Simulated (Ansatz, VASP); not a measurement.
Two plane-wave programs on Al30Ga

```
CELL_PARAMETERS angstrom
8.10000 0.00000 0.00000
0.00000 8.10000 0.00000
0.00000 0.00000 8.10000
ATOMIC_POSITIONS crystal
Al 0.50120 0.00156 0.00000
Al 0.74921 0.00136 0.24861
Al 0.25083 0.25065 0.00000
Al 0.50219 0.49781 0.00000
Al 0.74935 0.74917 0.00000
Al 0.25020 0.99901 0.25110
Al 0.50235 0.24986 0.24819
Al 0.75014 0.49765 0.24819
Al 0.49859 0.99871 0.50000
Al 0.74981 0.25019 0.50000
Al 0.74921 0.00136 0.75139
Al 0.99844 0.49880 0.00000
Al 0.25005 0.74995 0.00000
Al 0.99864 0.25079 0.24861
Al 0.25065 0.50110 0.25129
Al 0.49890 0.74935 0.25129
Al 0.00112 0.99888 0.50000
Al 0.25080 0.25030 0.50000
Al 0.49942 0.50058 0.50000
Al 0.74970 0.74920 0.50000
Al 0.25020 0.99901 0.74890
Al 0.50235 0.24986 0.75181
Al 0.75014 0.49765 0.75181
Al 0.00099 0.74980 0.25110
Al 0.00129 0.50141 0.50000
Al 0.25011 0.74989 0.50000
Al 0.99864 0.25079 0.75139
Al 0.25065 0.50110 0.74871
Al 0.49890 0.74935 0.74871
Al 0.00099 0.74980 0.74890
Ga 0.99496 0.00504 0.00000
```

Alike in both runs: functional PBEsol; k mesh 3 × 3 × 3; occupations gaussian, width 0.15 eV; no spin polarisation.

Ansatz relaxed the structure, and its values are those at the end. VASP's run is a single point on that final structure, the one shown.

```csv
,VASP,Ansatz
version,VASP 6.6.1,Ansatz 0.2.0
potentials or method,"VASP PAW PBE potentials, release 64 (Al, Ga_d), cutoff 520 eV","scalar-relativistic, plane waves, PAW"
valence electrons in the cell,103,103
```

VASP gave:

```
rms of the force components (eV/Å) : 0.004
```

Task: Which values does Ansatz return?

Result: rms of the force components (eV/Å): 0.003.

VASP's potentials were made for PBE, not for PBEsol, and Ansatz warns of the same on its side. With one functional, cell and mesh, what is left measures potentials, basis and numerics.
